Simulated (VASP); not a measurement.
# Sn in VASP: further runs

The runs below take Sn through single point, relaxation of cell and atoms, with PBEsol, LDA, PBE.

Program: VASP 6.6.1. These are calculated values, not measurements. Logs are shortened: lines on timing, memory, paths and dates and some standing lists are left out, and cuts for length are marked.

## (1) The cell of the first run

Symmetry: Fd-3m, No. 227, cubic system. The conventional cell has a = 6.594 Å, b = 6.594 Å, c = 6.594 Å, α = 90.00°, β = 90.00°, γ = 90.00°. Sn (site symmetry -43m) has 4 Sn at 2.86 Å within 3.8 Å.

## (2) Single point, PBEsol (volume scaled by 1.06)

Contents of INCAR:

```
SYSTEM = Sn
  PREC = Accurate
  ENCUT = 520
  EDIFF = 1E-7
  ISMEAR = -1
  SIGMA = 0.05
  LREAL = .False.
  LASPH = .True.
  NELM = 60
  ALGO = Normal
  ISIF = 2
  LWAVE = .False.
  LCHARG = .False.
  GGA = PS
  NBANDS = 21
```

Contents of KPOINTS:

```
regular mesh
0
Gamma
  7 7 7
  0 0 0
```

Contents of POSCAR:

```
Sn
1.0
    0.0000000000      3.2967577782      3.2967577782
    3.2967577782      0.0000000000      3.2967577782
    3.2967577782      3.2967577782      0.0000000000
Sn
2
Direct
    0.7500000000      0.7500000000      0.7500000000
    0.5000000000      0.5000000000      0.5000000000
```

Potentials or basis: VASP PAW PBE potentials, release 64 (Sn_d).

On the command line:

```console
$ cat potpaw_PBE.64/Sn_d/POTCAR > POTCAR
$ mpirun -np 1 vasp_std > vasp.out
```

OUTCAR:

```text
SYSTEM = Sn
   PREC = Accurate
   ENCUT = 520
   EDIFF = 1E-7
   ISMEAR = -1
   LREAL = .False.
   LASPH = .True.
   NELM = 60
   ISIF = 2
   GGA = PS

 ion  position               nearest neighbor table
   1  0.750  0.750  0.750-   2 2.86   2 2.86   2 2.86   2 2.86
   2  0.500  0.500  0.500-   1 2.86   1 2.86   1 2.86   1 2.86

  LATTYP: Found a face centered cubic cell.
 ALAT       =     6.5935155564

  Lattice vectors:

 A1 = (   0.0000000000,   3.2967577782,   3.2967577782)
 A2 = (   3.2967577782,   0.0000000000,   3.2967577782)
 A3 = (   3.2967577782,   3.2967577782,   0.0000000000)

Analysis of symmetry for initial positions (statically):
=====================================================================
 Subroutine PRICEL returns:
 Original cell was already a primitive cell.

 Routine SETGRP: Setting up the symmetry group for a
 face centered cubic supercell.

 Subroutine GETGRP returns: Found 48 space group operations
 (whereof 24 operations were pure point group operations)
 out of a pool of 48 trial point group operations.

The static configuration has the point symmetry T_d .
 The point group associated with its full space group is O_h .

Analysis of symmetry for dynamics (positions and initial velocities):
=====================================================================
 Subroutine PRICEL returns:
 Original cell was already a primitive cell.

 Routine SETGRP: Setting up the symmetry group for a
 face centered cubic supercell.

 Subroutine GETGRP returns: Found 48 space group operations
 (whereof 24 operations were pure point group operations)
 out of a pool of 48 trial point group operations.

The dynamic configuration has the point symmetry T_d .
 The point group associated with its full space group is O_h .

 Subroutine INISYM returns: Found 48 space group operations
 (whereof 24 operations are pure point group operations),
 and found     1 'primitive' translations

----------------------------------------------------------------------------------------

                                     Primitive cell

  volume of cell :      71.6624

  direct lattice vectors                    reciprocal lattice vectors
[... 73 lines left out ...]
   PREC   = accura    normal or accurate (medium, high low for compatibility)
   ISTART =      0    job   : 0-new  1-cont  2-samecut
   ICHARG =      2    charge: 1-file 2-atom 10-const
   ISPIN  =      1    spin polarized calculation?
   LNONCOLLINEAR =      F non collinear calculations
   LSORBIT =      F    spin-orbit coupling
   LASPH  =      T    aspherical Exc in radial PAW
   ENCUT  =  520.0 eV  38.22 Ry    6.18 a.u.   8.67  8.67  8.67*2*pi/ulx,y,z
   NELM   =     60;   NELMIN=  2; NELMDL= -5     # of ELM steps
   EDIFF  = 0.1E-06   stopping-criterion for ELM
   LREAL  =      F    real-space projection
   EDIFFG = 0.1E-05   stopping-criterion for IOM
   NSW    =      0    number of steps for IOM
   IBRION =     -1    ionic relax: 0-MD 1-quasi-New 2-CG
   NFREE  =      0    steps in history (QN), initial steepest desc. (CG)
   ISIF   =      2    stress and relaxation
   ISYM   =      2    0-nonsym 1-usesym 2-fastsym
   POTIM  = 0.5000    time-step for ionic-motion
   TEBEG  =    0.0;   TEEND  =   0.0 temperature during run
   PSTRESS=    0.0 pullay stress
   NELECT =      28.0000    total number of electrons
   NUPDOWN=      -1.0000    fix difference up-down
   EMIN   =  10.00;   EMAX   =-10.00  energy-range for DOS
   EFERMI =   0.00;   METHOD = LEGACY
   ISMEAR =    -1;   SIGMA  =   0.05  broadening in eV -4-tet -1-fermi 0-gaus
   EFERMI_NEDOS =   21; number of points for ismear=-14 and -15
   IALGO  =     38    algorithm
   IMIX   =      4    mixing-type and parameters
     AMIX     =   0.40;   BMIX     =  1.00
     AMIX_MAG =   1.60;   BMIX_MAG =  1.00
  volume/ion in A,a.u.               =      35.83       241.80
  Fermi-wavevector in a.u.,A,eV,Ry     =   1.196824  2.261670 19.488834  1.432389
  Thomas-Fermi vector in A             =   2.332755
   LORBIT       =      0    0 simple, 1 ext, 2 COOP (PROOUT), +10 PAW based schemes
   GGA     = PS    functional components
   LHFCALC =     F    Hartree Fock is set to
   AEXX    =    0.0000 exact exchange contribution
   IVDW    =     0    specifies the selected vdW correction
   LEPSILON=     F    determine dielectric tensor
   LRPA    =     F    only Hartree local field effects (RPA)
 non-spin polarized calculation
  energy-cutoff  :      520.00
  volume of cell :       71.66
 maximum number of plane-waves:      1948
   NGX = 17   NGY = 17   NGZ = 17

 number of electron      27.9999988 magnetization

 Free energy of the ion-electron system (eV)
  ---------------------------------------------------
  ext. energy  EPLUGINS =         0.00000000
  ---------------------------------------------------
  free energy    TOTEN  =        -8.44415347 eV

  energy without entropy =       -8.44063085  energy(sigma->0) =       -8.44239216

 E-fermi :   4.8724     XC(G=0):  -8.8569

 val. band max:        4.7597139153   @ k =   0.1429   0.0000   0.0000
 cond. band min:       4.8816319501   @ k =   0.4286   0.0000   0.0000
 fundamental gap:      0.1219180348
 Fermi energy:         4.8723887058

 k-point     1 :       0.0000    0.0000    0.0000
  band No.  band energies     occupation
      1     -16.5094      2.00000
      2     -16.5094      2.00000
      3     -16.5094      2.00000
      4     -16.4555      2.00000
      5     -16.4555      2.00000
      6     -16.1809      2.00000
[... 469 lines left out ...]
     20      13.5017      0.00000
     21      15.1037      0.00000

------------------------ aborting loop because EDIFF is reached ----------------------------------------

  FORCE on cell =-STRESS in cart. coord.  units (eV):
  Direction    XX          YY          ZZ          XY          YZ          ZX
  --------------------------------------------------------------------------------------
  -------------------------------------------------------------------------------------
  Total       -0.4402790     -0.4402790     -0.4402790      0.0000000     -0.0000000     -0.0000000
  in kB       -9.8434530     -9.8434530     -9.8434530      0.0000000     -0.0000000     -0.0000000
  external PRESSURE =      -9.8434530 kB  Pullay stress =       0.0000000 kB

 VOLUME and BASIS-vectors are now :
 -----------------------------------------------------------------------------
  energy-cutoff  :      520.00
  volume of cell :       71.66
      direct lattice vectors                 reciprocal lattice vectors
     0.000000000  3.296757778  3.296757778    -0.151664160  0.151664160  0.151664160
     3.296757778  0.000000000  3.296757778     0.151664160 -0.151664160  0.151664160
     3.296757778  3.296757778  0.000000000     0.151664160  0.151664160 -0.151664160

 POSITION                                       TOTAL-FORCE (eV/Angst)
 -----------------------------------------------------------------------------------
      4.94514      4.94514      4.94514        -0.000000     -0.000000     -0.000000
      3.29676      3.29676      3.29676         0.000000      0.000000      0.000000
 -----------------------------------------------------------------------------------
    total drift:                                0.000000      0.000000      0.000000

  FREE ENERGIE OF THE ION-ELECTRON SYSTEM (eV)
  ---------------------------------------------------
  free  energy   TOTEN  =        -8.4441534747 eV

  energy  without entropy=       -8.4406308492  energy(sigma->0) =       -8.44239216
```

OSZICAR:

```text
N       E                     dE             d eps       ncg     rms          rms(c)
DAV:   1     0.226671702159E+03    0.22667E+03   -0.14730E+04   840   0.190E+03
DAV:   2     0.160766264335E+02   -0.21060E+03   -0.20656E+03   850   0.441E+02
DAV:   3    -0.774234160869E+01   -0.23819E+02   -0.23695E+02   980   0.139E+02
DAV:   4    -0.851040913527E+01   -0.76807E+00   -0.76748E+00   950   0.283E+01
DAV:   5    -0.853744382246E+01   -0.27035E-01   -0.27034E-01  1228   0.513E+00    0.305E+00
DAV:   6    -0.847353652676E+01    0.63907E-01   -0.37835E-02  1140   0.260E+00    0.174E+00
DAV:   7    -0.844296203533E+01    0.30574E-01   -0.49691E-02  1012   0.246E+00    0.163E-01
DAV:   8    -0.844386582086E+01   -0.90379E-03   -0.70662E-03   945   0.100E+00    0.505E-02
DAV:   9    -0.844414717098E+01   -0.28135E-03   -0.43744E-04  1064   0.182E-01    0.136E-02
DAV:  10    -0.844415162759E+01   -0.44566E-05   -0.15926E-05  1068   0.354E-02    0.550E-03
DAV:  11    -0.844415349493E+01   -0.18673E-05   -0.29812E-06   935   0.104E-02    0.454E-04
DAV:  12    -0.844415347474E+01    0.20192E-07   -0.11392E-07   836   0.288E-03
   1 F= -.84441535E+01 E0= -.84423922E+01  d E =-.352263E-02
```

It took 39 s on 1 thread of Intel Xeon 8259CL, shared host; peak memory 0.2 GiB.

Results:

| Quantity | Value |
| --- | --- |
| Free energy | -8.4442 eV |
| Pressure | -1.0 GPa |
| Band gap on the k mesh | zero (band 14 reaches 5.09 eV, above the bottom of band 15 at 4.88 eV) |

Levels at points of the mesh, in eV from the Fermi level:
| k point | band 12 | band 13 | band 14 | band 15 | band 16 | band 17 |
| --- | --- | --- | --- | --- | --- | --- |
| (0.00, 0.00, 0.00) | -0.89 | 0.22 | 0.22 | 0.22 | 2.27 | 2.27 |

Caveat: the cell differs from its parent crystal (volume scaled by 1.06); the PAW data sets were made with another functional, which shifts forces and pressure a little; spin-orbit coupling is left out, which moves the levels of the heavy elements.

## (3) Single point, LDA, non-collinear spin, typed start, spin-orbit coupling

This run uses another cell than the first one, of 31.77 Å³/atom, 0.887 times its volume.

Contents of INCAR:

```
SYSTEM = Sn
ALGO = Normal
EDIFF = 1E-7
ENCUT = 520
GGA = CA
GGA_COMPAT = .FALSE.
ISIF = 2
ISMEAR = 1
LASPH = .TRUE.
LCHARG = .TRUE.
LNONCOLLINEAR = .TRUE.
LORBIT = 11
LORBMOM = .TRUE.
LREAL = .FALSE.
LSORBIT = .TRUE.
LVHAR = .TRUE.
LWAVE = .FALSE.
MAGMOM = 0.031 -0.001 -0.084 0.001 0.106 -0.057
NBANDS = 40
NELM = 150
PREC = Accurate
SIGMA = 0.1
```

Contents of KPOINTS:

```
k-points
0
G
  5 5 5
  0 0 0
```

Contents of POSCAR:

```
Sn
1.0
    0.0000000000      3.1673376916      3.1673376916
    3.1673376916      0.0000000000      3.1673376916
    3.1673376916      3.1673376916      0.0000000000
Sn
2
Direct
    0.7439350000      0.7444740000      0.7521720000
    0.5057080000      0.4909210000      0.4975020000
```

Potentials or basis: VASP PAW LDA potentials, release 64 (Sn_d).

On the command line:

```console
$ cat potpaw_LDA.64/Sn_d/POTCAR > POTCAR
$ mpirun -np 1 vasp_ncl > vasp.out
```

Wall time 12 min (1 thread of Intel Xeon 6455B, shared host); peak memory 0.57 GiB.

It converged, with:

| Property | Result |
| --- | --- |
| Free energy | -8.9247 eV |
| Pressure | 3.7 GPa |
| Largest force | 0.343 eV/Å |
| Net moment | 0.00 μB per cell |
| Valence electrons inside the program's atomic spheres | Sn 12.45 |

Forces on the atoms (eV/Å):
```
Sn  -0.209  0.174  0.209
Sn   0.209 -0.174 -0.209
```

Stress tensor (GPa, compression positive):
```
 3.66  0.84  0.73
 0.84  3.67 -0.84
 0.73 -0.84  3.66
```

Moments on the atoms (μB; x, y, z):
```
Sn  0.00 0.00 0.00
Sn  0.00 0.00 0.00
```

## (4) Single point, PBE

This run uses another cell than the first one, of 33.80 Å³/atom, 0.943 times its volume.

Contents of INCAR:

```
  PREC = Accurate
  ENCUT = 520
  EDIFF = 1E-6
  ISMEAR = -1
  SIGMA = 0.05
  LREAL = False
  LASPH = True
  NELM = 80
  ALGO = Fast
  ISIF = 2
  LWAVE = False
  LCHARG = False
  GGA = PE
  NBANDS = 21
```

Contents of KPOINTS:

```
Automatic mesh
0
Gamma
  5 5 5
```

Contents of POSCAR:

```
Sn
1.0
    0.0000000000      3.2333428000      3.2333428000
    3.2333428000      0.0000000000      3.2333428000
    3.2333428000      3.2333428000      0.0000000000
Sn
2
Direct
    0.7500000000      0.7500000000      0.7500000000
    0.5000000000      0.5000000000      0.5000000000
```

Potentials or basis: VASP PAW PBE potentials, release 64 (Sn_d).

On the command line:

```console
$ cat potpaw_PBE.64/Sn_d/POTCAR > POTCAR
$ mpirun -np 1 vasp_std > vasp.out
```

Run time: 55 s. Hardware: 1 thread of AMD EPYC 7R13, shared host; peak memory 0.16 GiB.

It converged, with:

```
Free energy            : -7.5494 eV
Pressure               : 3.9 GPa
Band gap on the k mesh : zero (band 14 reaches 5.85 eV, above the bottom of band 15 at 5.85 eV)
```

Levels at points of the mesh, in eV from the Fermi level:
| k point | band 11 | band 12 | band 13 | band 14 | band 15 | band 16 | band 17 | band 18 |
| --- | --- | --- | --- | --- | --- | --- | --- | --- |
| (0.00, 0.00, 0.00) | -10.68 | -0.57 | 0.08 | 0.08 | 0.08 | 2.15 | 2.15 | 2.15 |

Caveat: spin-orbit coupling is left out, which moves the levels of the heavy elements.

## (5) Single point, PBE

This run uses another cell than the first one, of 36.98 Å³/atom, 1.032 times its volume.

Contents of INCAR:

```
ALGO = Normal ; EDIFF = 1E-6
ENCUT = 520 ; GGA = PE
ISIF = 2 ; ISMEAR = -1
LASPH = T ; LCHARG = F
LREAL = F ; LWAVE = F
NBANDS = 21 ; NELM = 100
PREC = Accurate ; SIGMA = 0.05
```

Contents of KPOINTS:

```
k-points
0
Gamma
  5 5 5
```

Contents of POSCAR:

```
Sn
1.0
    0.0000000000      3.3315474740      3.3315474740
    3.3315474740      0.0000000000      3.3315474740
    3.3315474740      3.3315474740      0.0000000000
Sn
2
Direct
    0.7500000000      0.7500000000      0.7500000000
    0.5000000000      0.5000000000      0.5000000000
```

On the command line:

```console
$ cat potpaw_PBE.64/Sn_d/POTCAR > POTCAR
$ mpirun -np 1 vasp_std > vasp.out
```

Run time: 47 s. Hardware: 1 thread of AMD EPYC 7R13, shared host; peak memory 0.17 GiB.

Results (log left out):

* Free energy: -7.6231 eV
* Pressure: 0.0 GPa
* Band gap on the k mesh: zero (band 14 reaches 4.94 eV, above the bottom of band 15 at 4.76 eV)

Levels at points of the mesh, in eV from the Fermi level:
```csv
k point,band 10,band 11,band 12,band 13,band 14,band 15,band 16,band 17,band 18,band 19
"(0.00, 0.00, 0.00)",-21.10,-9.96,-1.03,0.23,0.23,0.23,2.29,2.29,2.29,5.11
```

Caveat: spin-orbit coupling is left out, which moves the levels of the heavy elements.

[end of part 1 of 2]
